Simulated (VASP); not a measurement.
# Fe: single point with PBE

The system is Fe.

```xyz
1
Lattice="0.0000 1.7445 1.7445 1.7445 0.0000 1.7445 1.7445 1.7445 0.0000" Properties=species:S:1:pos:R:3 pbc="T T T"
Fe    0.0000    0.0000    0.0000
```

```
Program             : VASP 6.6.1
Task                : single point
Functional          : PBE
Potentials or basis : VASP PAW PBE potentials, release 64 (Fe)
Cutoff              : 600 eV
k mesh              : 8 × 8 × 8
Occupations         : fermi-dirac, width 0.1 eV
Spin                : collinear spin, ferromagnetic start
Starting moments    : [0.76] μB
```

```
Pressure                                              : -9.5 GPa
Band gap on the k mesh                                : zero (filled and empty bands overlap)
Net moment                                            : 0.00 μB per cell
Valence electrons inside the program's atomic spheres : Fe 7.41
```

Levels at points of the mesh, in eV from the Fermi level:
Spin up:
```csv
k point,band 1,band 2,band 3,band 4,band 5,band 6,band 7,band 8,band 9
"(0.00, 0.00, 0.00)",-8.62,-1.51,-1.51,-1.51,-0.04,-0.04,23.03,28.26,28.26
"(0.50, 0.00, 0.00)",-4.61,-1.60,-1.60,0.21,0.97,0.97,8.00,21.61,26.35
"(0.50, 0.50, 0.00)",-4.68,-3.95,0.94,1.23,1.23,3.17,11.35,15.87,15.87
```
Spin down:
```tsv
k point	band 1	band 2	band 3	band 4	band 5	band 6	band 7	band 8
(0.00, 0.00, 0.00)	-8.62	-1.51	-1.51	-1.51	-0.04	-0.04	23.03	28.26
(0.50, 0.00, 0.00)	-4.61	-1.60	-1.60	0.21	0.97	0.97	8.00	21.61
(0.50, 0.50, 0.00)	-4.68	-3.95	0.94	1.23	1.23	3.17	11.35	15.87
```

Run time: 44 s on 1 thread of Intel Xeon 8259CL (shared host), peak memory 0.14 GiB.

Caveat: the k points lie up to 0.39 Å⁻¹ apart.
